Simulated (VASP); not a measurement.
# AgI (P6_3mc) in VASP: further runs, part 2 of 2

VASP 6.6.1.

## Step 3: Relaxation of cell and atoms, r2SCAN, target pressure 2 GPa, at which the enthalpy is minimised

POSCAR reads:

```
AgI
1.0
    4.6494879769      0.0000000000      0.0000000000
   -2.3247439884      4.0265747026      0.0000000000
    0.0000000000      0.0000000000      7.5985383238
Ag I
2 2
Direct
    0.6666666667      0.3333333333      0.6275184227
    0.3333333333      0.6666666667      0.1275184227
    0.6666666667      0.3333333333      0.0024815773
    0.3333333333      0.6666666667      0.5024815773
```

INCAR.step1 reads:

```
  PREC = Accurate
  ENCUT = 550
  ISMEAR = 0
  SIGMA = 0.01
  LREAL = F
  LASPH = T
  NELM = 120
  GGA = PE
  ALGO = Normal
  EDIFF = 1E-5
  LWAVE = T
  LCHARG = F
  GGA_COMPAT = F
  IBRION = 2
  ISIF = 3
  EDIFFG = -0.005
  NELMIN = 4
  NSW = 100
```

INCAR.step2 reads:

```
  PREC = Accurate
  ENCUT = 550
  EDIFF = 1E-7
  ISMEAR = 0
  SIGMA = 0.01
  LREAL = F
  LASPH = T
  NELM = 120
  ALGO = Normal
  ISIF = 3
  LWAVE = F
  LCHARG = F
  METAGGA = R2SCAN
  LMIXTAU = T
  IBRION = 2
  NSW = 100
  EDIFFG = -0.002
  PSTRESS = 20.0
  ISTART = 1
  GGA_COMPAT = F
  NELMIN = 4
```

KPOINTS reads:

```
Automatic mesh
0
Gamma
  6 6 4
```

Potentials or basis: VASP PAW PBE potentials, release 64 (Ag, I).

Started as:

```sh
$ cat potpaw_PBE.64/Ag/POTCAR potpaw_PBE.64/I/POTCAR > POTCAR
$ cp INCAR.step1 INCAR
$ mpirun -np 1 vasp_std > vasp.out
$ cp INCAR.step2 INCAR
$ mpirun -np 1 vasp_std > vasp.out
```

OUTCAR:

```text
PREC = Accurate
   ENCUT = 550
   EDIFF = 1E-7
   ISMEAR = 0
   LREAL = F
   LASPH = T
   NELM = 120
   ISIF = 3
   METAGGA = R2SCAN
   IBRION = 2
   NSW = 100
   EDIFFG = -0.002
   PSTRESS = 20.0
   ISTART = 1
   NELMIN = 4

 ion  position               nearest neighbor table
   1  0.667  0.333  0.628-   4 2.85   4 2.85   4 2.85   3 2.85
   2  0.333  0.667  0.128-   3 2.85   3 2.85   3 2.85   4 2.85
   3  0.667  0.333  0.002-   2 2.85   2 2.85   2 2.85   1 2.85
   4  0.333  0.667  0.502-   1 2.85   1 2.85   1 2.85   2 2.85

  LATTYP: Found a hexagonal cell.
 ALAT       =     4.6494879769
 C/A-ratio  =     1.6342742172

  Lattice vectors:

 A1 = (   4.6494879769,   0.0000000000,   0.0000000000)
 A2 = (  -2.3247439884,   4.0265747026,   0.0000000000)
 A3 = (   0.0000000000,   0.0000000000,   7.5985383238)

Analysis of symmetry for initial positions (statically):
=====================================================================
 Subroutine PRICEL returns:
 Original cell was already a primitive cell.

 Routine SETGRP: Setting up the symmetry group for a
 hexagonal supercell.

 Subroutine GETGRP returns: Found 12 space group operations
 (whereof  6 operations were pure point group operations)
 out of a pool of 24 trial point group operations.

The static configuration has the point symmetry C_3v.
 The point group associated with its full space group is C_6v.

Analysis of symmetry for dynamics (positions and initial velocities):
=====================================================================
 Subroutine PRICEL returns:
 Original cell was already a primitive cell.

 Routine SETGRP: Setting up the symmetry group for a
 hexagonal supercell.

 Subroutine GETGRP returns: Found 12 space group operations
 (whereof  6 operations were pure point group operations)
 out of a pool of 24 trial point group operations.
[... 116 lines left out ...]
   EFERMI =   0.00;   METHOD = LEGACY
   ISMEAR =     0;   SIGMA  =   0.01  broadening in eV -4-tet -1-fermi 0-gaus
   EFERMI_NEDOS =   21; number of points for ismear=-14 and -15
   IALGO  =     38    algorithm
   IMIX   =      4    mixing-type and parameters
     AMIX     =   0.40;   BMIX     =  1.00
     AMIX_MAG =   1.60;   BMIX_MAG =  1.00
  volume/ion in A,a.u.               =      35.56       240.00
  Fermi-wavevector in a.u.,A,eV,Ry     =   1.035505  1.956820 14.589115  1.072270
  Thomas-Fermi vector in A             =   2.169851
   LORBIT       =      0    0 simple, 1 ext, 2 COOP (PROOUT), +10 PAW based schemes
   METAGGA = R2SCAN    functional components
   LHFCALC =     F    Hartree Fock is set to
   AEXX    =    0.0000 exact exchange contribution
   IVDW    =     0    specifies the selected vdW correction
   LEPSILON=     F    determine dielectric tensor
   LRPA    =     F    only Hartree local field effects (RPA)
 conjugate gradient relaxation of ions
 non-spin polarized calculation
 Gauss-broadening in eV      SIGMA  =   0.01
  energy-cutoff  :      550.00
  volume of cell :      142.26
 maximum number of plane-waves:      4182
 NGX is ok and might be reduce to    36
   NGX = 17   NGY = 17   NGZ = 29

--------------------------------------- Ionic step        1  -------------------------------------------

 number of electron      36.0000007 magnetization

 Free energy of the ion-electron system (eV)
  ---------------------------------------------------
  ext. energy  EPLUGINS =         0.00000000
  ---------------------------------------------------
  free energy    TOTEN  =       -93.05242867 eV

  energy without entropy =      -93.05242867  energy(sigma->0) =      -93.05242867

------------------------ aborting loop because EDIFF is reached ----------------------------------------

  FORCE on cell =-STRESS in cart. coord.  units (eV):
  Direction    XX          YY          ZZ          XY          YZ          ZX
  --------------------------------------------------------------------------------------
  -------------------------------------------------------------------------------------
  Total       -0.0831555     -0.0831555     -0.0894403     -0.0000000     -0.0000000      0.0000000
  in kB       -0.9365492     -0.9365492     -1.0073330     -0.0000000     -0.0000000      0.0000000
  external PRESSURE =     -20.9601438 kB  Pullay stress =      20.0000000 kB
[... 103 lines left out ...]
  energy  without entropy=      -93.0052859073  energy(sigma->0) =      -93.00528591

  enthalpy is  TOTEN    =       -91.3361326116 eV   P V=        1.6691532957

[... ionic steps 4 to 15 ...]

--------------------------------------- Ionic step       16  -------------------------------------------

 number of electron      35.9999996 magnetization

------------------------ aborting loop because EDIFF is reached ----------------------------------------
[... 75 lines left out ...]
--------------------------------------- Ionic step       18  -------------------------------------------

 number of electron      35.9999995 magnetization

 Free energy of the ion-electron system (eV)
  ---------------------------------------------------
  ext. energy  EPLUGINS =         0.00000000
  ---------------------------------------------------
  free energy    TOTEN  =       -93.00545449 eV

  energy without entropy =      -93.00545449  energy(sigma->0) =      -93.00545449

 E-fermi :   3.2521     XC(G=0):  -9.0582

 val. band max:        3.1569494649   @ k =   0.0000   0.0000   0.0000
 cond. band min:       4.9882925356   @ k =   0.0000   0.0000   0.0000
 fundamental gap:      1.8313430707
 Fermi energy:         3.2521350260

 k-point     1 :       0.0000    0.0000    0.0000
  band No.  band energies     occupation
      1     -10.2022      2.00000
      2      -9.8783      2.00000
      3      -1.3322      2.00000
      4      -1.3083      2.00000
      5      -1.3083      2.00000
      6      -1.2609      2.00000
[... 549 lines left out ...]
  energy  without entropy=      -93.0054544919  energy(sigma->0) =      -93.00545449

  enthalpy is  TOTEN    =       -91.3362350332 eV   P V=        1.6692194587

 reached required accuracy - stopping structural energy minimisation
```

OUTCAR.step1:

```text
PREC = Accurate
   ENCUT = 550
   ISMEAR = 0
   LREAL = F
   LASPH = T
   NELM = 120
   GGA = PE
   EDIFF = 1E-5
   IBRION = 2
   ISIF = 3
[... 477 lines left out ...]
 cond. band min:       3.8612639662   @ k =   0.0000   0.0000   0.0000
 fundamental gap:      1.3694313639
 Fermi energy:         2.5409351830

 k-point     1 :       0.0000    0.0000    0.0000
  band No.  band energies     occupation
      1      -9.9998      2.00000
      2      -9.7530      2.00000
      3      -1.3688      2.00000
      4      -1.3675      2.00000
      5      -1.3675      2.00000
      6      -1.2706      2.00000
[... 545 lines left out ...]
  FREE ENERGIE OF THE ION-ELECTRON SYSTEM (eV)
  ---------------------------------------------------
  free  energy   TOTEN  =        -9.5791737098 eV

  energy  without entropy=       -9.5791737098  energy(sigma->0) =       -9.57917371

 reached required accuracy - stopping structural energy minimisation
```

OSZICAR.step1:

```text
N       E                     dE             d eps       ncg     rms          rms(c)
DAV:   1     0.217606094169E+03    0.21761E+03   -0.16289E+04   924   0.147E+03
DAV:   2     0.150820708125E+01   -0.21610E+03   -0.21029E+03  1074   0.272E+02
DAV:   3    -0.952277438463E+01   -0.11031E+02   -0.10983E+02  1098   0.618E+01
DAV:   4    -0.974081603013E+01   -0.21804E+00   -0.21799E+00  1174   0.892E+00
[... 59 lines left out ...]
DAV:   1    -0.958164942278E+01   -0.25492E-02   -0.45676E-02   924   0.202E+00    0.342E-01
DAV:   2    -0.957931624507E+01    0.23332E-02   -0.80386E-03   936   0.104E+00    0.104E-01
DAV:   3    -0.957919670239E+01    0.11954E-03   -0.67238E-04   948   0.167E-01    0.860E-02
DAV:   4    -0.957917874598E+01    0.17956E-04   -0.15913E-04   936   0.138E-01    0.186E-02
DAV:   5    -0.957917370981E+01    0.50362E-05   -0.59238E-05   948   0.788E-02
   8 F= -.95791737E+01 E0= -.95791737E+01  d E =-.780680E-04
```

It took 23 min on 1 thread of Intel Xeon 6975P-C (Granite Rapids), shared host; peak memory 0.35 GiB.

What came out:

```
Free energy                                                : -93.0055 eV
Relaxed volume                                             : 33.43 Å³/atom
Relaxed cell                                               : a = 4.547 Å, b = 4.547 Å, c = 7.468 Å, α = 90.00°, β = 90.00°, γ = 120.00°
Space group after relaxing (to 0.1 Å)                      : P6_3mc (No. 186)
Energy change on relaxing (the run minimises the enthalpy) : +11.7 meV/atom
Ionic steps                                                : 18
Pressure after relaxing                                    : 2.0 GPa
Band gap on the k mesh                                     : 1.83 eV
```

Step by step:
| step | energy change (eV) | largest force (eV/Å) | pressure (GPa) | volume (Å³) |
| --- | --- | --- | --- | --- |
| 1 | 0.0000 | 0.0003 | -0.10 | 142.26 |
| 2 | 0.0581 | 0.0048 | 2.25 | 132.89 |
| 3 | 0.0471 | 0.0044 | 2.00 | 133.71 |
| 4 | 0.0451 | 0.0043 | 1.95 | 133.88 |
| 5 | 0.0451 | 0.0048 | 1.96 | 133.88 |
| 6 | 0.0453 | 0.0064 | 1.96 | 133.86 |
| 7 | 0.0458 | 0.0061 | 1.97 | 133.82 |
| 8 | 0.0472 | 0.0048 | 2.01 | 133.71 |
| 9 | 0.0472 | 0.0045 | 2.01 | 133.71 |
| 10 | 0.0472 | 0.0037 | 2.00 | 133.71 |
| 11 | 0.0471 | 0.0020 | 2.00 | 133.72 |
| 12 | 0.0469 | 0.0015 | 2.00 | 133.73 |
| 13 | 0.0466 | 0.0085 | 1.99 | 133.75 |
| 14 | 0.0468 | 0.0040 | 2.00 | 133.74 |
| 15 | 0.0468 | 0.0040 | 2.00 | 133.73 |
| 16 | 0.0468 | 0.0034 | 2.00 | 133.73 |
| 17 | 0.0469 | 0.0025 | 2.00 | 133.73 |
| 18 | 0.0470 | 0.0004 | 2.00 | 133.72 |

Final structure:
```yaml
crystal:
  lattice:
    - [4.54696, 0.00000, 0.00000]
    - [-2.27348, 3.93778, 0.00000]
    - [0.00000, 0.00000, 7.46828]
  atoms:
    - { symbol: Ag, position: [0.66667, 0.33333, 0.62841] }
    - { symbol: Ag, position: [0.33333, 0.66667, 0.12841] }
    - { symbol: I, position: [0.66667, 0.33333, 0.00159] }
    - { symbol: I, position: [0.33333, 0.66667, 0.50159] }
```

Caveat: the cell is relaxed towards a set pressure, so the run minimises the enthalpy, not the energy; the PAW data sets were made with another functional, which shifts forces and pressure a little; spin-orbit coupling is left out, which moves the levels of the heavy elements.
